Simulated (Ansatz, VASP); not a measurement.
**Hg in VASP and in Ansatz**

The input INCAR:

```
SYSTEM = Hg
PREC = Accurate ; ENCUT = 500
EDIFF = 1E-6 ; ISMEAR = -1
SIGMA = 0.1 ; LREAL = .FALSE.
LASPH = .TRUE. ; NELM = 120
ALGO = Normal ; ISIF = 2
LWAVE = .FALSE. ; LCHARG = .TRUE.
LELF = .TRUE. ; LVHAR = .TRUE.
NBANDS = 16 ; GGA_COMPAT = .FALSE.
```

KPOINTS

```
regular mesh
0
G
  12 12 12
  0 0 0
```

File POSCAR:

```
Hg
1.0
    1.7463233735      1.0082402698      2.1478810803
   -1.7463233735      1.0082402698      2.1478810803
    0.0000000000     -2.0164805396      2.1478810803
Hg
1
Direct
    0.0000000000      1.0000000000      0.0000000000
```

Input for Ansatz:

```yaml
crystal:
  lattice:
    - [1.7463233735, 1.0082402698, 2.1478810803]
    - [-1.7463233735, 1.0082402698, 2.1478810803]
    - [0.0, -2.0164805396, 2.1478810803]
  atoms:
    - { symbol: Hg, position: [0.0, 1.0, 0.0] }
hamiltonian:
  xc: lda
  pseudopotentials:
    kind: paw
    azcp:
      Hg: "pseudopotentials/Hg.paw.azcp"
basis:
  ecutwfc: 420
  fft_grid_basis: typed
kpoints:
  mp_grid: { grid: [12, 12, 12], shift: [0, 0, 0] }
magnetization:
  spin_polarized: false
scf:
  occupations: { method: fermi_dirac, width: 0.1 }
  lower_state_search: "off"
output:
  stress: true
  write_density: true
  write_potential: true
  elf: true
  volumetric_format: npy
```

Alike in both runs: task single point; functional LDA; k mesh 12 × 12 × 12; occupations fermi-dirac, width 0.1 eV; no spin polarisation.

|  | VASP | Ansatz |
| --- | --- | --- |
| version | VASP 6.6.1 | Ansatz 0.2.0 |
| potentials or method | VASP PAW LDA potentials, release 64 (Hg_sv_GW), cutoff 500 eV | plane waves (420 eV) with PAW, scalar-relativistic |
| valence electrons in the cell | 20 | 20 |

```csv
,VASP,Ansatz,Ansatz less VASP
pressure (GPa),-1.0,0.1,+1.13
"traceless stress, the component that is largest in VASP (GPa)",0.26,0.11,-0.154
```

Ansatz warns that its potentials were made for another functional, while VASP's fit it. LDA's correlation is that of Perdew and Zunger in VASP and of Perdew and Wang (1992) in Ansatz.

Spin-orbit coupling is off throughout.
